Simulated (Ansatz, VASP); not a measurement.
## One calculation of NaF, two programs

```xyz
2
Lattice="0.0000 2.3233 2.3233 2.3233 0.0000 2.3233 2.3233 2.3233 0.0000" Properties=species:S:1:pos:R:3 pbc="T T T"
Na    0.0000    0.0000    0.0000
F     2.3233    2.3233    2.3233
```

Alike in both runs: task single point; functional LDA; k mesh 10 × 10 × 10; occupations fermi-dirac, width 0.02 eV; no spin polarisation.

|  | VASP | Ansatz |
| --- | --- | --- |
| version | VASP 6.6.1 | Ansatz 0.2.0 |
| potentials or method | VASP PAW LDA potentials, release 64 (Na_pv, F), cutoff 520 eV | all-electron LAPW, scalar-relativistic |

```tsv
	VASP	Ansatz	Ansatz less VASP
gap on the k mesh at the Fermi level (eV)	5.91	5.92	+0.009
pressure (GPa)	-4.7	-4.6	+0.10
```

LDA's correlation is that of Perdew and Zunger in VASP and of Perdew and Wang (1992) in Ansatz. Ansatz ran all-electron here, and VASP with PAW potentials.
